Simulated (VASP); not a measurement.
Input of a VASP 6.6.1 run:

File INCAR:

```
SYSTEM = SnSe2
ALGO = Normal
DIPOL = 0.5 0.5 0.500
EDIFF = 1E-6
EDIFFG = -0.01
ENCUT = 520
GGA = PE
IBRION = 2
IDIPOL = 3
ISIF = 2
ISMEAR = 0
IVDW = 12
KPAR = 4
LASPH = .TRUE.
LCHARG = .FALSE.
LDIPOL = .TRUE.
LREAL = .FALSE.
LWAVE = .FALSE.
NELM = 100
NSW = 60
PREC = Accurate
SIGMA = 0.02
```

KPOINTS

```
k-points
0
G
  12 12 1
  0 0 0
```

File POSCAR:

```
SnSe2
1.0
    4.0924066073      0.0000000000      0.0000000000
   -2.0462033036      3.5441280845      0.0000000000
    0.0000000000      0.0000000000     32.3760079985
Se Sn
2 1
Direct
    0.6666666667      0.3333333333      0.4505636622
    0.3333333333      0.6666666667      0.5494363378
    0.0000000000      0.0000000000      0.5000000000
```

Potentials or basis: VASP PAW PBE potentials, release 64 (Se, Sn_d).

Run with:

```console
$ cat potpaw_PBE.64/Se/POTCAR potpaw_PBE.64/Sn_d/POTCAR > POTCAR
$ mpirun -np 4 vasp_std > vasp.out
```

Problem. Estimate the dispersion energy per atom.

Solution. -0.222 eV.

Problem. What does it give for the energy gained by relaxing?

Solution. 18.3 meV/atom.

Problem. Estimate the band gap on the k mesh.

Solution. 0.91 eV (least direct gap 1.10 eV).

Final structure:
```xyz
3
Lattice="4.0924 0.0000 0.0000 -2.0462 3.5441 0.0000 0.0000 0.0000 32.3760" Properties=species:S:1:pos:R:3 pbc="T T T"
Se    2.0462    1.1814   14.6767
Se    0.0000    2.3628   17.6993
Sn    0.0000    0.0000   16.1880
```

Caveat: the cell differs from its parent crystal (biaxial strain +0.070); spin-orbit coupling is left out, which moves the levels of the heavy elements.
